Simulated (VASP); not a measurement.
# CsGa (Pm-3m) in VASP: notebook, part 2 of 2

VASP 6.6.1. The steps go on from the part before.

## 3. Single point, PBE

This run uses another cell than the first one, of 43.66 Å³/atom.

INCAR

```
PREC     = Accurate       # precision mode
ENCUT    = 520            # plane-wave cutoff, eV
EDIFF    = 1E-6           # SCF threshold, eV
ISMEAR   = 0              # smearing method
SIGMA    = 0.1            # smearing width, eV
LREAL    = False          # projectors in reciprocal space
LASPH    = True           # aspherical terms in the spheres
NELM     = 60             # most SCF steps
ALGO     = Fast           # electronic algorithm
ISIF     = 2              # what is computed and relaxed
LWAVE    = False          # write WAVECAR
LCHARG   = True           # write CHGCAR
GGA      = PE             # functional
LELF     = True           # ELF
LVHAR    = True         
NBANDS   = 18             # bands
```

KPOINTS

```
Automatic mesh
0
Gamma
  4 4 4
```

POSCAR

```
CsGa
1.0
    4.4364624308      0.0000000000      0.0000000000
    0.0000000000      4.4364624308      0.0000000000
    0.0000000000      0.0000000000      4.4364624308
Cs Ga
1 1
Direct
    0.0000000000      0.0000000000      0.0000000000
    0.5000000000      0.5000000000      0.5000000000
```

Potentials or basis: VASP PAW PBE potentials, release 64 (Cs_sv, Ga_d).

Launch:

```sh
$ cat potpaw_PBE.64/Cs_sv/POTCAR potpaw_PBE.64/Ga_d/POTCAR > POTCAR
$ mpirun -np 1 vasp_std > vasp.out
```

OUTCAR:

```text
PREC = Accurate
   ENCUT = 520
   EDIFF = 1E-6
   ISMEAR = 0
   LREAL = False
   LASPH = True
   NELM = 60
   ISIF = 2
   GGA = PE

 ion  position               nearest neighbor table
   1  0.000  0.000  0.000-
   2  0.500  0.500  0.500-

  LATTYP: Found a simple cubic cell.
 ALAT       =     4.4364624308

  Lattice vectors:

 A1 = (   4.4364624308,   0.0000000000,   0.0000000000)
 A2 = (   0.0000000000,   4.4364624308,   0.0000000000)
 A3 = (   0.0000000000,   0.0000000000,   4.4364624308)

Analysis of symmetry for initial positions (statically):
=====================================================================
 Subroutine PRICEL returns:
 Original cell was already a primitive cell.

 Routine SETGRP: Setting up the symmetry group for a
 simple cubic supercell.

 Subroutine GETGRP returns: Found 48 space group operations
 (whereof 48 operations were pure point group operations)
 out of a pool of 48 trial point group operations.

The static configuration has the point symmetry O_h .

Analysis of symmetry for dynamics (positions and initial velocities):
=====================================================================
 Subroutine PRICEL returns:
 Original cell was already a primitive cell.

 Routine SETGRP: Setting up the symmetry group for a
 simple cubic supercell.

 Subroutine GETGRP returns: Found 48 space group operations
 (whereof 48 operations were pure point group operations)
 out of a pool of 48 trial point group operations.

The dynamic configuration has the point symmetry O_h .

 Subroutine INISYM returns: Found 48 space group operations
 (whereof 48 operations are pure point group operations),
 and found     1 'primitive' translations

[... 94 lines left out ...]
   ISMEAR =     0;   SIGMA  =   0.10  broadening in eV -4-tet -1-fermi 0-gaus
   EFERMI_NEDOS =   21; number of points for ismear=-14 and -15
   IALGO  =     68    algorithm
   IMIX   =      4    mixing-type and parameters
     AMIX     =   0.40;   BMIX     =  1.00
     AMIX_MAG =   1.60;   BMIX_MAG =  1.00
  volume/ion in A,a.u.               =      43.66       294.63
  Fermi-wavevector in a.u.,A,eV,Ry     =   1.033980  1.953939 14.546195  1.069115
  Thomas-Fermi vector in A             =   2.168253
   LORBIT       =      0    0 simple, 1 ext, 2 COOP (PROOUT), +10 PAW based schemes
   GGA     = PE    functional components
   LHFCALC =     F    Hartree Fock is set to
   AEXX    =    0.0000 exact exchange contribution
   IVDW    =     0    specifies the selected vdW correction
   LEPSILON=     F    determine dielectric tensor
   LRPA    =     F    only Hartree local field effects (RPA)
 non-spin polarized calculation
 RMM-DIIS sequential band-by-band and
 Gauss-broadening in eV      SIGMA  =   0.10
  energy-cutoff  :      520.00
  volume of cell :       87.32
 maximum number of plane-waves:      2373
 NGX is ok and might be reduce to    36
   NGX = 17   NGY = 17   NGZ = 17

 number of electron      21.9999980 magnetization

 Free energy of the ion-electron system (eV)
  ---------------------------------------------------
  ext. energy  EPLUGINS =         0.00000000
  ---------------------------------------------------
  free energy    TOTEN  =        -3.04699238 eV

  energy without entropy =       -3.03512556  energy(sigma->0) =       -3.04105897

 E-fermi :   1.9677     XC(G=0):  -7.9775

 val. band max:        1.8295609866   @ k =   0.2500   0.0000   0.0000
 cond. band min:       1.9924744699   @ k =   0.5000   0.2500   0.2500
 fundamental gap:      0.1629134833
 Fermi energy:         1.9677303026

 k-point     1 :       0.0000    0.0000    0.0000
  band No.  band energies     occupation
      1     -20.4817      2.00000
      2     -13.1729      2.00000
      3     -13.1729      2.00000
      4     -13.1711      2.00000
      5     -13.1711      2.00000
      6     -13.1711      2.00000
[... 187 lines left out ...]
      5     -13.1619      2.00000
      6     -13.1619      2.00000
[... 10 lines left out ...]
     17      10.1770      0.00000
     18      10.2066      0.00000

------------------------ aborting loop because EDIFF is reached ----------------------------------------

  FORCE on cell =-STRESS in cart. coord.  units (eV):
  Direction    XX          YY          ZZ          XY          YZ          ZX
  --------------------------------------------------------------------------------------
  -------------------------------------------------------------------------------------
  Total        0.0994128      0.0994128      0.0994128      0.0000000      0.0000000      0.0000000
  in kB        1.8240733      1.8240733      1.8240733      0.0000000      0.0000000      0.0000000
  external PRESSURE =       1.8240733 kB  Pullay stress =       0.0000000 kB

 VOLUME and BASIS-vectors are now :
 -----------------------------------------------------------------------------
  energy-cutoff  :      520.00
  volume of cell :       87.32
      direct lattice vectors                 reciprocal lattice vectors
     4.436462431  0.000000000  0.000000000     0.225404816  0.000000000  0.000000000
     0.000000000  4.436462431  0.000000000     0.000000000  0.225404816  0.000000000
     0.000000000  0.000000000  4.436462431     0.000000000  0.000000000  0.225404816

 POSITION                                       TOTAL-FORCE (eV/Angst)
 -----------------------------------------------------------------------------------
      0.00000      0.00000      0.00000         0.000000      0.000000      0.000000
      2.21823      2.21823      2.21823         0.000000      0.000000      0.000000
 -----------------------------------------------------------------------------------
    total drift:                                0.000000      0.000000      0.000000

  FREE ENERGIE OF THE ION-ELECTRON SYSTEM (eV)
  ---------------------------------------------------
  free  energy   TOTEN  =        -3.0469923780 eV

  energy  without entropy=       -3.0351255607  energy(sigma->0) =       -3.04105897
```

OSZICAR:

```text
N       E                     dE             d eps       ncg     rms          rms(c)
DAV:   1     0.137511898397E+03    0.13751E+03   -0.10536E+04   360   0.140E+03
DAV:   2     0.118842613869E+02   -0.12563E+03   -0.12069E+03   410   0.298E+02
DAV:   3    -0.269967076421E+01   -0.14584E+02   -0.14458E+02   422   0.863E+01
DAV:   4    -0.306327789705E+01   -0.36361E+00   -0.36336E+00   490   0.144E+01
DAV:   5    -0.306905297652E+01   -0.57751E-02   -0.57744E-02   462   0.137E+00    0.587E-01
RMM:   6    -0.305127239936E+01    0.17781E-01   -0.23118E-02   457   0.124E+00    0.317E-01
RMM:   7    -0.304665815078E+01    0.46142E-02   -0.28443E-02   489   0.988E-01    0.120E-01
RMM:   8    -0.304692387872E+01   -0.26573E-03   -0.19818E-03   514   0.339E-01    0.542E-02
RMM:   9    -0.304698614462E+01   -0.62266E-04   -0.28993E-04   500   0.143E-01    0.712E-03
RMM:  10    -0.304699290875E+01   -0.67641E-05   -0.69942E-05   563   0.670E-02    0.480E-03
RMM:  11    -0.304699200803E+01    0.90071E-06   -0.11851E-05   477   0.269E-02    0.129E-03
RMM:  12    -0.304699237801E+01   -0.36997E-06   -0.20522E-06   359   0.152E-02
   1 F= -.30469924E+01 E0= -.30410590E+01  d E =-.118668E-01
```

stdout:

```text
POSCAR found type information on POSCAR CsGa
 POSCAR found :  2 types and       2 ions
 scaLAPACK will be used
 LDA part: xc-table for (Slater+PW92), standard interpolation
 POSCAR, INCAR and KPOINTS ok, starting setup
 FFT: planning ... GRIDC
 FFT: planning ... GRID_SOFT
 FFT: planning ... GRID
 WAVECAR not read
 entering main loop
```

It took 28 s on 1 thread of Oxide Virtual Turin-like, shared host; peak memory 0.17 GiB.

Results:

```yaml
Free_energy: -3.0470 eV
Pressure: 0.2 GPa
Band_gap_on_the_k_mesh: zero (bands 11 and 12 overlap by 2.76 eV)
```

Caveat: spin-orbit coupling is left out, which moves the levels of the heavy elements.

The gap in the log of VASP goes by the Fermi energy; the results here count the filled bands.